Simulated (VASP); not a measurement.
Input of a VASP 6.6.1 run:

The input INCAR:

```
PREC = Accurate ; ENCUT = 520
EDIFF = 1E-7 ; ISMEAR = 0
SIGMA = 0.15 ; LREAL = F
LASPH = T ; NELM = 100
ALGO = Fast ; ISIF = 2
LWAVE = F ; LCHARG = T
GGA = PS ; LELF = T
LVHAR = T ; NBANDS = 16
```

The input KPOINTS:

```
regular mesh
0
Gamma
  20 20 20
```

The input POSCAR:

```
AlRu
1.0
    2.5299466494      0.0000000000      0.0000000000
    0.0000000000      3.4228689962      0.0000000000
    0.0000000000      0.0000000000      2.9764078228
Al Ru
1 1
Direct
    0.0000000000      0.0000000000      0.0000000000
    0.5000000000      0.5000000000      0.5000000000
```

Potentials or basis: VASP PAW PBE potentials, release 64 (Al, Ru_pv).

Command:

```console
$ cat potpaw_PBE.64/Al/POTCAR potpaw_PBE.64/Ru_pv/POTCAR > POTCAR
$ mpirun -np 1 vasp_std > vasp.out
```

Task: What does it give for the pressure?

Result: 14.9 GPa.

Stress tensor (GPa, compression positive):
```
44.72  0.00  0.00
 0.00 -0.34  0.00
 0.00  0.00  0.36
```

Caveat: the cell differs from its parent crystal (strain -0.1500 x Voigt [1, -1, 0, 0, 0, 0]); the PAW data sets were made with another functional, which shifts forces and pressure a little.
